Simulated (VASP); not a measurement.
## Zr: electric field gradients with PBE

The system is Zr.

```
CELL_PARAMETERS angstrom
3.16602 0.00000 0.00000
-1.58301 2.74185 0.00000
0.00000 0.00000 5.04193
ATOMIC_POSITIONS crystal
Zr 0.33333 0.66667 0.25000
Zr 0.66667 0.33333 0.75000
```

| Quantity | Value |
| --- | --- |
| Program | VASP 6.6.1 |
| Task | electric field gradients |
| Functional | PBE |
| Potentials or basis | VASP PAW PBE potentials, release 64 (Zr_sv) |
| Cutoff | 520 eV |
| k mesh | 13 × 13 × 7 |
| Occupations | fermi-dirac, width 0.08 eV |
| Spin | no spin polarisation |
| Dipole correction | no |
| Further INCAR settings | ALGO = Normal; EDIFF = 1e-08; NBANDS = 19 |

The pressure is 7.0 GPa, the band gap on the k mesh is zero (bands 12 and 13 overlap by 1.23 eV) and the largest electric field gradient by atom is Zr +47.7 V/Å².

Stress tensor (GPa, compression positive):
```
6.60 0.00 0.00
0.00 6.60 0.00
0.00 0.00 7.87
```

Levels at points of the mesh, in eV from the Fermi level:
```csv
k point,band 9,band 10,band 11,band 12,band 13,band 14,band 15,band 16
"(0.00, 0.00, 0.00)",-5.75,-3.20,0.87,0.87,1.05,1.44,1.63,1.63
```

Electric field gradients, principal values (V/Å²):
| atom | least | middle | greatest (by size) |
| --- | --- | --- | --- |
| 1 Zr | -23.829 | -23.830 | 47.659 |
| 2 Zr | -23.829 | -23.830 | 47.659 |

Wall time 68 s on 1 thread of Intel Xeon 8259CL (shared host), peak memory 0.19 GiB.

Caveat: the cell stands under pressure; without QUAD_EFG the Cq values of the log hold for a quadrupole moment of 1 mb, not for the nuclei.
